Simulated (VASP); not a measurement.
Cu2W, 3 atoms in the cell. It takes space group P6/mmm (No. 191, hexagonal). Conventional cell: a = 4.154 Å, b = 4.154 Å, c = 2.679 Å, α = 90.00°, β = 90.00°, γ = 120.00°. Cu (site symmetry -6m2) has 5 Cu at 2.40 to 2.68 Å and 6 W at 2.75 Å within 3.2 Å. Within 3.5 Å of W (site symmetry 6/mmm) lie 2 W at 2.68 Å and 12 Cu at 2.75 Å. 

* Program: VASP 6.6.1
* Task: relaxation of cell and atoms
* Functional: PBE
* Potentials or basis: VASP PAW PBE potentials, release 64 (Cu, W_sv)
* Cutoff: 600 eV
* k mesh: 6 × 6 × 6
* Occupations: gaussian, width 0.1 eV
* Spin: no spin polarisation
* Dipole correction: no
* Further INCAR settings: ALGO = Normal; EDIFF = 1e-06; IBRION = 2; EDIFFG = -0.04; NSW = 90; ISIF = 3

Potentials or basis: VASP PAW PBE potentials, release 64 (Cu, W_sv).

The run is started by

```console
$ cat potpaw_PBE.64/Cu/POTCAR potpaw_PBE.64/W_sv/POTCAR > POTCAR
$ mpirun -np 1 vasp_std > vasp.out
```

Hardware: 1 thread of Intel(R) Xeon(R) Platinum 8488C (Sapphire Rapids), on a shared host.

Question: Estimate the wall time of this run.

Answer: It took 2.9 min on 1 thread of Intel(R) Xeon(R) Platinum 8488C (Sapphire Rapids), with other jobs on the host, peak memory 0.2 GiB. Counts: scf iterations 50, k points 28, ion steps 5.
